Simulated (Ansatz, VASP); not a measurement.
**W: VASP beside Ansatz**

File POSCAR:

```
W
1.0
    0.0000000000      2.0452250000      2.0452250000
    2.0300000000      0.0152250000      2.0300000000
    2.0300000000      2.0300000000      0.0152250000
W
1
Direct
    0.0000000000      0.0000000000      0.0000000000
```

File INCAR.step1:

```
SYSTEM = W
PREC     = Accurate       ! precision mode
ENCUT    = 520            ! plane-wave cutoff, eV
ISMEAR   = 0              ! smearing method
SIGMA    = 0.15           ! smearing width, eV
LREAL    = .FALSE.        ! projectors in reciprocal space
LASPH    = .TRUE.         ! aspherical terms in the spheres
NELM     = 100            ! most SCF steps
NBANDS   = 13             ! bands
GGA      = PE             ! functional
ALGO     = Normal         ! electronic algorithm
EDIFF    = 1E-4           ! SCF threshold, eV
LWAVE    = .TRUE.         ! write WAVECAR
LCHARG   = .FALSE.        ! write CHGCAR
```

File INCAR.step2:

```
SYSTEM = W
PREC     = Accurate       ! precision mode
ENCUT    = 520            ! plane-wave cutoff, eV
EDIFF    = 1E-6           ! SCF threshold, eV
ISMEAR   = 0              ! smearing method
SIGMA    = 0.15           ! smearing width, eV
LREAL    = .FALSE.        ! projectors in reciprocal space
LASPH    = .TRUE.         ! aspherical terms in the spheres
NELM     = 100            ! most SCF steps
ALGO     = Normal         ! electronic algorithm
ISIF     = 2              ! what is computed and relaxed
LWAVE    = .FALSE.        ! write WAVECAR
LCHARG   = .FALSE.        ! write CHGCAR
METAGGA  = R2SCAN         ! meta-GGA
LMIXTAU  = .TRUE.       
NBANDS   = 13             ! bands
ISTART   = 1
```

The input KPOINTS:

```
Automatic mesh
0
G
  20 20 20
  0 0 0
```

Input for Ansatz:

```yaml
crystal:
  lattice:
    - [0.0, 2.045225, 2.045225]
    - [2.03, 0.015225, 2.03]
    - [2.03, 2.03, 0.015225]
  atoms:
    - { symbol: W, position: [0.0, 0.0, 0.0] }
basis:
  ecutwfc: 500
kpoints:
  mp_grid: { grid: [20, 20, 20] }
hamiltonian:
  xc: r2scan
scf:
  occupations: { method: gaussian, width: 0.15 }
output:
  forces: true
  stress: true
  eigenvalues: true
  write_density: true
  write_potential: true
  elf: true
  volumetric_format: npy
```

Change from the starting cell: strain +0.0150 x Voigt [0, 0, 0, 1, 0, 0], atoms carried along.

Alike in both runs: task single point; functional r2SCAN; k mesh 20 × 20 × 20; occupations gaussian, width 0.15 eV; no spin polarisation.

```csv
,VASP,Ansatz
version,VASP 6.6.1,Ansatz 0.2.0
potentials or method,"VASP PAW PBE potentials, release 64 (W_sv), cutoff 520 eV","scalar-relativistic, plane waves, PAW"
valence electrons in the cell,14,14
```

|  | VASP | Ansatz | Ansatz less VASP |
| --- | --- | --- | --- |
| gap on the k mesh at the Fermi level (eV) | none | none | - |
| pressure (GPa) | -7.8 | -8.8 | -0.98 |
| traceless stress, the component that is largest in VASP (GPa) | 3.29 | 3.23 | -0.057 |

VASP's potentials were made for PBE, not for r2SCAN. A gap of «none» marks a metal or a gap that the smearing closes.

Spin-orbit coupling is off throughout.
